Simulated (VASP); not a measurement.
# KBr (zincblende type) (F-43m) in VASP: notebook

KBr (zincblende type) is run at these levels: PBE; tasks: single point, relaxation of cell and atoms.

All numbers are computed with VASP 6.6.1; they aren't measurements. Logs are shortened: lines on timing, memory, paths and dates and some standing lists are left out, and cuts for length are marked.

**1. The cell of the first run**

Symmetry: F-43m, No. 216, cubic system. The conventional cell has a = 7.551 Å, b = 7.551 Å, c = 7.551 Å, α = 90.00°, β = 90.00°, γ = 90.00°. K (site symmetry -43m) has 4 Br at 3.27 Å within 4.3 Å. Br (site symmetry -43m) has 4 K at 3.27 Å within 4.3 Å.

**2. Single point, PBE (volume scaled by 1.05)**

INCAR

```
  PREC = Accurate
  ENCUT = 520
  EDIFF = 1E-6
  ISMEAR = -1
  SIGMA = 0.08
  LREAL = F
  LASPH = T
  NELM = 60
  ALGO = Normal
  ISIF = 2
  LWAVE = F
  LCHARG = T
  GGA = PE
  LELF = T
  LVHAR = T
  NBANDS = 15
```

KPOINTS

```
regular mesh
0
Gamma
  11 11 11
```

POSCAR

```
KBr
1.0
    0.0000000000      3.7756006816      3.7756006816
    3.7756006816      0.0000000000      3.7756006816
    3.7756006816      3.7756006816      0.0000000000
K Br
1 1
Direct
    0.0000000000      0.0000000000      0.0000000000
    0.2500000000      0.2500000000      0.2500000000
```

Potentials or basis: VASP PAW PBE potentials, release 64 (K_sv, Br).

Run with:

```console
$ cat potpaw_PBE.64/K_sv/POTCAR potpaw_PBE.64/Br/POTCAR > POTCAR
$ mpirun -np 1 vasp_std > vasp.out
```

OUTCAR:

```text
PREC = Accurate
   ENCUT = 520
   EDIFF = 1E-6
   ISMEAR = -1
   LREAL = F
   LASPH = T
   NELM = 60
   ISIF = 2
   GGA = PE

 ion  position               nearest neighbor table
   1  0.000  0.000  0.000-   2 3.27   2 3.27   2 3.27   2 3.27
   2  0.250  0.250  0.250-   1 3.27   1 3.27   1 3.27   1 3.27

  LATTYP: Found a face centered cubic cell.
 ALAT       =     7.5512013632

  Lattice vectors:

 A1 = (   0.0000000000,   3.7756006816,   3.7756006816)
 A2 = (   3.7756006816,   0.0000000000,   3.7756006816)
 A3 = (   3.7756006816,   3.7756006816,   0.0000000000)

Analysis of symmetry for initial positions (statically):
=====================================================================
 Subroutine PRICEL returns:
 Original cell was already a primitive cell.

 Routine SETGRP: Setting up the symmetry group for a
 face centered cubic supercell.

 Subroutine GETGRP returns: Found 24 space group operations
 (whereof 24 operations were pure point group operations)
 out of a pool of 48 trial point group operations.

The static configuration has the point symmetry T_d .

Analysis of symmetry for dynamics (positions and initial velocities):
=====================================================================
 Subroutine PRICEL returns:
 Original cell was already a primitive cell.

 Routine SETGRP: Setting up the symmetry group for a
 face centered cubic supercell.

 Subroutine GETGRP returns: Found 24 space group operations
 (whereof 24 operations were pure point group operations)
 out of a pool of 48 trial point group operations.

The dynamic configuration has the point symmetry T_d .

 Subroutine INISYM returns: Found 24 space group operations
 (whereof 24 operations are pure point group operations),
 and found     1 'primitive' translations

----------------------------------------------------------------------------------------

                                     Primitive cell

  volume of cell :     107.6436

  direct lattice vectors                    reciprocal lattice vectors
     0.000000000  3.775600682  3.775600682    -0.132429259  0.132429259  0.132429259
     3.775600682  0.000000000  3.775600682     0.132429259 -0.132429259  0.132429259
     3.775600682  3.775600682  0.000000000     0.132429259  0.132429259 -0.132429259

  length of vectors
     5.339505690  5.339505690  5.339505690     0.229374205  0.229374205  0.229374205

  position of ions in fractional coordinates (direct lattice)
     0.000000000  0.000000000  0.000000000
     0.250000000  0.250000000  0.250000000

  ion indices of the primitive-cell ions
   primitive index   ion index
                 1           1
                 2           2

----------------------------------------------------------------------------------------

 KPOINTS: regular mesh

Automatic generation of k-mesh.
 Grid dimensions read from file:
 generate k-points for:   11   11   11

 Generating k-lattice:

  Cartesian coordinates                     Fractional coordinates (reciprocal lattice)
    -0.012039024  0.012039024  0.012039024     0.090909091  0.000000000  0.000000000
     0.012039024 -0.012039024  0.012039024     0.000000000  0.090909091  0.000000000
     0.012039024  0.012039024 -0.012039024     0.000000000  0.000000000  0.090909091

  Length of vectors
     0.020852200  0.020852200  0.020852200

  Shift w.r.t. Gamma in fractional coordinates (k-lattice)
     0.000000000  0.000000000  0.000000000

 Subroutine IBZKPT returns following result:
 ===========================================

 Found     56 irreducible k-points:

 Following reciprocal coordinates:
            Coordinates               Weight
  0.000000  0.000000  0.000000      1.000000
  0.090909  0.000000  0.000000      8.000000
  0.181818  0.000000  0.000000      8.000000
  0.272727  0.000000  0.000000      8.000000
  0.363636  0.000000  0.000000      8.000000
  0.454545  0.000000  0.000000      8.000000
[... 16 lines left out ...]
 -0.272727  0.181818  0.000000     24.000000
 -0.181818  0.181818  0.000000     12.000000
 [... further k-points ...]
   k-points           NKPTS =     56   k-points in BZ     NKDIM =     56   number of bands    NBANDS=     15
   number of dos      NEDOS =    301   number of ions     NIONS =      2
   total plane-waves  NPLWV =  64000
   dimension x,y,z NGX =    40 NGY =   40 NGZ =   40
   dimension x,y,z NGXF=    80 NGYF=   80 NGZF=   80
   ions per type =               1   1
   NGX,Y,Z   is equivalent  to a cutoff of  12.45, 12.45, 12.45 a.u.
   NGXF,Y,Z  is equivalent  to a cutoff of  24.91, 24.91, 24.91 a.u.
 SYSTEM =  unknown system
   PREC   = accura    normal or accurate (medium, high low for compatibility)
   ISTART =      0    job   : 0-new  1-cont  2-samecut
   ICHARG =      2    charge: 1-file 2-atom 10-const
   ISPIN  =      1    spin polarized calculation?
   LNONCOLLINEAR =      F non collinear calculations
   LSORBIT =      F    spin-orbit coupling
   LASPH  =      T    aspherical Exc in radial PAW
   ENCUT  =  520.0 eV  38.22 Ry    6.18 a.u.   9.93  9.93  9.93*2*pi/ulx,y,z
   NELM   =     60;   NELMIN=  2; NELMDL= -5     # of ELM steps
   EDIFF  = 0.1E-05   stopping-criterion for ELM
   LREAL  =      F    real-space projection
   EDIFFG = 0.1E-04   stopping-criterion for IOM
   NSW    =      0    number of steps for IOM
   IBRION =     -1    ionic relax: 0-MD 1-quasi-New 2-CG
   NFREE  =      0    steps in history (QN), initial steepest desc. (CG)
   ISIF   =      2    stress and relaxation
   ISYM   =      2    0-nonsym 1-usesym 2-fastsym
   POTIM  = 0.5000    time-step for ionic-motion
   TEBEG  =    0.0;   TEEND  =   0.0 temperature during run
   PSTRESS=    0.0 pullay stress
   NELECT =      16.0000    total number of electrons
   NUPDOWN=      -1.0000    fix difference up-down
   EMIN   =  10.00;   EMAX   =-10.00  energy-range for DOS
   EFERMI =   0.00;   METHOD = LEGACY
   ISMEAR =    -1;   SIGMA  =   0.08  broadening in eV -4-tet -1-fermi 0-gaus
   EFERMI_NEDOS =   21; number of points for ismear=-14 and -15
   IALGO  =     38    algorithm
   IMIX   =      4    mixing-type and parameters
     AMIX     =   0.40;   BMIX     =  1.00
     AMIX_MAG =   1.60;   BMIX_MAG =  1.00
  volume/ion in A,a.u.               =      53.82       363.21
  Fermi-wavevector in a.u.,A,eV,Ry     =   0.867199  1.638768 10.232045  0.752034
  Thomas-Fermi vector in A             =   1.985698
   LORBIT       =      0    0 simple, 1 ext, 2 COOP (PROOUT), +10 PAW based schemes
   GGA     = PE    functional components
   LHFCALC =     F    Hartree Fock is set to
   AEXX    =    0.0000 exact exchange contribution
   IVDW    =     0    specifies the selected vdW correction
   LEPSILON=     F    determine dielectric tensor
   LRPA    =     F    only Hartree local field effects (RPA)
 non-spin polarized calculation
  energy-cutoff  :      520.00
  volume of cell :      107.64
 maximum number of plane-waves:      2911
   NGX = 19   NGY = 19   NGZ = 19

 number of electron      16.0000004 magnetization

 Free energy of the ion-electron system (eV)
  ---------------------------------------------------
  ext. energy  EPLUGINS =         0.00000000
  ---------------------------------------------------
  free energy    TOTEN  =        -6.03284628 eV

  energy without entropy =       -6.03284628  energy(sigma->0) =       -6.03284628

 E-fermi :  -1.2918     XC(G=0):  -5.7204

 val. band max:       -3.2754846486   @ k =  -0.1818   0.1818   0.0000
 cond. band min:       0.8827275514   @ k =   0.0000   0.0000   0.0000
 fundamental gap:      4.1582122000
 Fermi energy:        -1.2918356202

 k-point     1 :       0.0000    0.0000    0.0000
  band No.  band energies     occupation
      1     -31.2592      2.00000
      2     -15.1269      2.00000
      3     -14.7468      2.00000
      4     -14.7468      2.00000
      5     -14.7468      2.00000
      6      -3.2842      2.00000
      7      -3.2842      2.00000
      8      -3.2842      2.00000
      9       0.8827      0.00000
     10       5.2115      0.00000
     11       5.2115      0.00000
     12       6.1094      0.00000
     13       6.1094      0.00000
     14       6.1094      0.00000
     15       6.7035      0.00000

 k-point     2 :       0.0909    0.0000    0.0000
  band No.  band energies     occupation
      1     -31.2591      2.00000
      2     -15.1498      2.00000
      3     -14.7472      2.00000
      4     -14.7472      2.00000
      5     -14.7223      2.00000
      6      -3.3194      2.00000
      7      -3.2836      2.00000
      8      -3.2836      2.00000
      9       1.0085      0.00000
     10       5.1097      0.00000
     11       5.1097      0.00000
     12       6.0106      0.00000
     13       6.2943      0.00000
     14       6.2943      0.00000
     15       6.4263      0.00000

 k-point     3 :       0.1818    0.0000    0.0000
  band No.  band energies     occupation
      1     -31.2589      2.00000
      2     -15.2010      2.00000
      3     -14.7481      2.00000
      4     -14.7481      2.00000
      5     -14.6669      2.00000
      6      -3.4059      2.00000
      7      -3.2820      2.00000
      8      -3.2820      2.00000
      9       1.3539      0.00000
     10       4.9479      0.00000
     11       4.9479      0.00000
     12       5.6023      0.00000
     13       6.0433      0.00000
     14       6.5130      0.00000
     15       6.5130      0.00000
[... 343 lines left out ...]
 k-point    23 :      -0.2727    0.1818    0.0000
  band No.  band energies     occupation
      1     -31.2584      2.00000
      2     -15.3064      2.00000
      3     -14.7571      2.00000
      4     -14.7507      2.00000
      5     -14.5437      2.00000
      6      -3.5399      2.00000
      7      -3.3513      2.00000
      8      -3.2757      2.00000
      9       2.4950      0.00000
     10       4.2105      0.00000
     11       4.6483      0.00000
     12       4.7445      0.00000
     13       6.2745      0.00000
     14       6.4967      0.00000
     15       6.5097      0.00000

 k-point    24 :      -0.1818    0.1818    0.0000
  band No.  band energies     occupation
      1     -31.2586      2.00000
      2     -15.2701      2.00000
      3     -14.7541      2.00000
      4     -14.7493      2.00000
      5     -14.5867      2.00000
      6      -3.4968      2.00000
      7      -3.3244      2.00000
      8      -3.2755      2.00000
      9       2.0082      0.00000
     10       4.5904      0.00000
     11       4.6321      0.00000
     12       5.0593      0.00000
     13       6.2445      0.00000
     14       6.4810      0.00000
     15       6.5658      0.00000

 [... further k-points ...]
[... 5 lines left out ...]
  --------------------------------------------------------------------------------------
  -------------------------------------------------------------------------------------
  Total       -0.2320840     -0.2320840     -0.2320840      0.0000000      0.0000000      0.0000000
  in kB       -3.4543600     -3.4543600     -3.4543600      0.0000000      0.0000000      0.0000000
  external PRESSURE =      -3.4543600 kB  Pullay stress =       0.0000000 kB

 VOLUME and BASIS-vectors are now :
 -----------------------------------------------------------------------------
  energy-cutoff  :      520.00
  volume of cell :      107.64
      direct lattice vectors                 reciprocal lattice vectors
     0.000000000  3.775600682  3.775600682    -0.132429259  0.132429259  0.132429259
     3.775600682  0.000000000  3.775600682     0.132429259 -0.132429259  0.132429259
     3.775600682  3.775600682  0.000000000     0.132429259  0.132429259 -0.132429259

 POSITION                                       TOTAL-FORCE (eV/Angst)
 -----------------------------------------------------------------------------------
      0.00000      0.00000      0.00000         0.000000      0.000000     -0.000000
      1.88780      1.88780      1.88780        -0.000000     -0.000000      0.000000
 -----------------------------------------------------------------------------------
    total drift:                                0.000000      0.000000      0.000000

  FREE ENERGIE OF THE ION-ELECTRON SYSTEM (eV)
  ---------------------------------------------------
  free  energy   TOTEN  =        -6.0328462794 eV

  energy  without entropy=       -6.0328462793  energy(sigma->0) =       -6.03284628
```

Wall time 32 s (1 thread of Intel Xeon 6975P-C (Granite Rapids), shared host); peak memory 0.28 GiB.

Results:

| Item | Value |
| --- | --- |
| Free energy | -6.0328 eV |
| Pressure | -0.3 GPa |
| Band gap on the k mesh | 4.16 eV, indirect (least direct gap 4.17 eV) |

Levels at points of the mesh, in eV from the valence-band top:
| k point | band 5 | band 6 | band 7 | band 8 | band 9 | band 10 | band 11 | band 12 |
| --- | --- | --- | --- | --- | --- | --- | --- | --- |
| (0.00, 0.00, 0.00) | -11.47 | -0.01 | -0.01 | -0.01 | 4.16 | 8.49 | 8.49 | 9.38 |

Caveat: the cell differs from its parent crystal (volume scaled by 1.05). A k mesh can miss the band edges.

**3. Relaxation of cell and atoms, PBE**

This run uses another cell than the first one, of 33.37 Å³/atom, 0.620 times its volume.

INCAR

```
  PREC = Accurate
  ENCUT = 600
  EDIFF = 1E-6
  ISMEAR = -1
  SIGMA = 0.08
  LREAL = F
  LASPH = T
  NELM = 80
  ALGO = Normal
  ISIF = 3
  LWAVE = F
  LCHARG = F
  GGA = PE
  IBRION = 2
  NSW = 100
  EDIFFG = -0.005
```

KPOINTS is that of step 2.

POSCAR

```
KBr
1.0
    0.0000000000      3.2195088072      3.2195088072
    3.2195088072      0.0000000000      3.2195088072
    3.2195088072      3.2195088072      0.0000000000
K Br
1 1
Direct
    0.0000000000      0.0000000000      0.0000000000
    0.2500000000      0.2500000000      0.2500000000
```

Potentials or basis: VASP PAW PBE potentials, release 64 (K_sv, Br).

Run with:

```console
$ cat potpaw_PBE.64/K_sv/POTCAR potpaw_PBE.64/Br/POTCAR > POTCAR
$ mpirun -np 1 vasp_std > vasp.out
```

OUTCAR:

```text
PREC = Accurate
   ENCUT = 600
   EDIFF = 1E-6
   ISMEAR = -1
   LREAL = F
   LASPH = T
   NELM = 80
   ISIF = 3
   GGA = PE
   IBRION = 2
   NSW = 100
   EDIFFG = -0.005

 ion  position               nearest neighbor table
   1  0.000  0.000  0.000-   2 2.79   2 2.79   2 2.79   2 2.79
   2  0.250  0.250  0.250-   1 2.79   1 2.79   1 2.79   1 2.79

  LATTYP: Found a face centered cubic cell.
 ALAT       =     6.4390176144

  Lattice vectors:

 A1 = (   0.0000000000,   3.2195088072,   3.2195088072)
 A2 = (   3.2195088072,   0.0000000000,   3.2195088072)
 A3 = (   3.2195088072,   3.2195088072,   0.0000000000)

Analysis of symmetry for initial positions (statically):
[... 649 lines left out ...]

--------------------------------------- Ionic step       22  -------------------------------------------

 number of electron      16.0000001 magnetization

------------------------ aborting loop because EDIFF is reached ----------------------------------------
[... 67 lines left out ...]
--------------------------------------- Ionic step       24  -------------------------------------------

 number of electron      16.0000002 magnetization

 Free energy of the ion-electron system (eV)
  ---------------------------------------------------
  ext. energy  EPLUGINS =         0.00000000
  ---------------------------------------------------
  free energy    TOTEN  =        -6.03458600 eV

  energy without entropy =       -6.03458600  energy(sigma->0) =       -6.03458600

 E-fermi :  -1.1946     XC(G=0):  -5.8505

 val. band max:       -3.1944909065   @ k =  -0.2727   0.1818   0.0000
 cond. band min:       1.0349260697   @ k =   0.0000   0.0000   0.0000
 fundamental gap:      4.2294169762
 Fermi energy:        -1.1945985195

 k-point     1 :       0.0000    0.0000    0.0000
  band No.  band energies     occupation
      1     -31.0634      2.00000
      2     -15.0598      2.00000
      3     -14.5554      2.00000
      4     -14.5554      2.00000
      5     -14.5554      2.00000
      6      -3.2069      2.00000
      7      -3.2069      2.00000
      8      -3.2069      2.00000
      9       1.0349      0.00000
     10       5.3696      0.00000
     11       5.3696      0.00000
     12       6.3201      0.00000
[... 374 lines left out ...]
  FREE ENERGIE OF THE ION-ELECTRON SYSTEM (eV)
  ---------------------------------------------------
  free  energy   TOTEN  =        -6.0345860049 eV

  energy  without entropy=       -6.0345860048  energy(sigma->0) =       -6.03458600

 reached required accuracy - stopping structural energy minimisation
```

CONTCAR:

```text
KBr
   1.00000000000000
    -0.0000000000000000    3.7243251650631968    3.7243251650631968
     3.7243251650631968   -0.0000000000000000    3.7243251650631968
     3.7243251650631968    3.7243251650631968   -0.0000000000000000
  K               Br
     1     1
Direct
     0.0000000000000000    0.0000000000000000    0.0000000000000000
     0.2500000000000000    0.2500000000000000    0.2500000000000000

  0.00000000E+00  0.00000000E+00  0.00000000E+00
  0.00000000E+00  0.00000000E+00  0.00000000E+00
```

It took 7.7 min on 1 thread of Oxide Virtual Turin-like, shared host; peak memory 0.22 GiB.

Results:

```yaml
Free_energy: -6.0346 eV
Relaxed_volume: 51.66 Å³/atom
Relaxed_cell: a = 5.267 Å, b = 5.267 Å, c = 5.267 Å, α = 60.00°, β = 60.00°, γ = 60.00°
Space_group_after_relaxing_to_0.05_Å: F-43m (No. 216)
Energy_gained_by_relaxing: 417.0 meV/atom
Ionic_steps: 24
Pressure_after_relaxing: 0.0 GPa
Band_gap_on_the_k_mesh: 4.23 eV, indirect (least direct gap 4.24 eV)
```

The path:
| step | energy change (eV) | largest force (eV/Å) | pressure (GPa) | volume (Å³) |
| --- | --- | --- | --- | --- |
| 1 | 0.0000 | 0.0000 | 10.99 | 66.74 |
| 2 | -0.7852 | 0.0000 | 1.48 | 91.39 |
| 3 | -0.8246 | 0.0000 | 0.57 | 97.71 |
| 4 | -0.8184 | 0.0000 | -0.58 | 111.20 |
| 5 | -0.8338 | 0.0000 | -0.06 | 103.85 |
| 6 | -0.8339 | 0.0000 | 0.02 | 103.00 |
| 7 | -0.8339 | 0.0000 | 0.02 | 103.00 |
| 8 | -0.8339 | 0.0000 | 0.02 | 103.00 |
| 9 | -0.8339 | 0.0000 | 0.02 | 103.00 |
| 10 | -0.8339 | 0.0000 | 0.02 | 103.00 |
| 11 | -0.8339 | 0.0000 | 0.02 | 103.00 |
| 12 | -0.8339 | 0.0000 | 0.02 | 103.00 |
| 13 | -0.8339 | 0.0000 | 0.02 | 103.00 |
| 14 | -0.8339 | 0.0000 | 0.02 | 103.00 |
| 15 | -0.8339 | 0.0000 | 0.02 | 103.00 |
| 16 | -0.8339 | 0.0000 | 0.02 | 103.00 |
| 17 | -0.8339 | 0.0000 | 0.02 | 103.00 |
| 18 | -0.8339 | 0.0000 | 0.02 | 103.00 |
| 19 | -0.8339 | 0.0000 | 0.03 | 103.01 |
| 20 | -0.8339 | 0.0000 | 0.03 | 103.02 |
| 21 | -0.8339 | 0.0000 | 0.02 | 103.04 |
| 22 | -0.8339 | 0.0000 | 0.02 | 103.08 |
| 23 | -0.8339 | 0.0000 | 0.02 | 103.16 |
| 24 | -0.8339 | 0.0000 | 0.01 | 103.32 |

Final structure:
```
CELL_PARAMETERS angstrom
0.00000 3.72433 3.72433
3.72433 0.00000 3.72433
3.72433 3.72433 0.00000
ATOMIC_POSITIONS crystal
K 0.00000 0.00000 0.00000
Br 0.25000 0.25000 0.25000
```

Levels at points of the mesh, in eV from the valence-band top:
| k point | band 6 | band 7 | band 8 | band 9 | band 10 | band 11 |
| --- | --- | --- | --- | --- | --- | --- |
| (0.00, 0.00, 0.00) | -0.01 | -0.01 | -0.01 | 4.23 | 8.56 | 8.56 |

Caveat: the volume moved by over 15 % at a fixed basis, so the end points are rough. PBE gaps usually lie below the measured ones, often by a third to a half.
